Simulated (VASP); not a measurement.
Input of a VASP 6.6.1 run:

Contents of INCAR:

```
SYSTEM = TaO
ALGO     = Normal         ! electronic algorithm
EDIFF    = 1E-7           ! SCF threshold, eV
EDIFFG   = -0.01          ! ionic threshold
ENCUT    = 600            ! plane-wave cutoff, eV
GGA      = PE             ! functional
IBRION   = 2              ! ionic algorithm
ISIF     = 3              ! what is computed and relaxed
ISMEAR   = -1             ! smearing method
LASPH    = .TRUE.         ! aspherical terms in the spheres
LCHARG   = .FALSE.        ! write CHGCAR
LREAL    = .FALSE.        ! projectors in reciprocal space
LWAVE    = .FALSE.        ! write WAVECAR
NELM     = 100            ! most SCF steps
NSW      = 60             ! ionic steps
PREC     = Accurate       ! precision mode
SIGMA    = 0.05           ! smearing width, eV
```

File KPOINTS:

```
k-points
0
G
  10 10 7
  0 0 0
```

Contents of POSCAR:

```
TaO
1.0
    3.0661100000      0.0000000000      0.0000000000
   -1.5330600000      2.6553300000      0.0000000000
    0.0000000000      0.0000000000      3.8550200000
Ta O
1 1
Direct
    0.0000000000      0.0000000000      0.5000000000
    0.0000000000      0.0000000000      0.0000000000
```

Potentials or basis: VASP PAW PBE potentials, release 64 (Ta_pv, O).

The run is started by

```console
$ cat potpaw_PBE.64/Ta_pv/POTCAR potpaw_PBE.64/O/POTCAR > POTCAR
$ mpirun -np 1 vasp_std > vasp.out
```

Q: Predict the space group after relaxing (to 0.1 Å).

A: P6/mmm (No. 191).

Q: What does it give for the relaxed cell?

A: a = 3.063 Å, b = 3.063 Å, c = 3.860 Å, α = 90.00°, β = 90.00°, γ = 120.00°.

Q: Predict the relaxed volume.

A: 15.68 Å³/atom.

Q: What does it give for the band gap on the k mesh?

A: Zero (an odd number of electrons rules out a gap without spin polarisation).

Final structure:
```yaml
crystal:
  lattice:
    - [3.06301, 0.00000, 0.00000]
    - [-1.53151, 2.65265, 0.00000]
    - [0.00000, 0.00000, 3.85960]
  atoms:
    - { symbol: Ta, position: [0.00000, 0.00000, 0.50000] }
    - { symbol: O, position: [0.00000, 0.00000, 0.00000] }
```

Caveat: spin-orbit coupling is left out, which moves the levels of the heavy elements; an odd number of electrons without spin polarisation forces a metal; a magnetic or distorted state may lie lower.
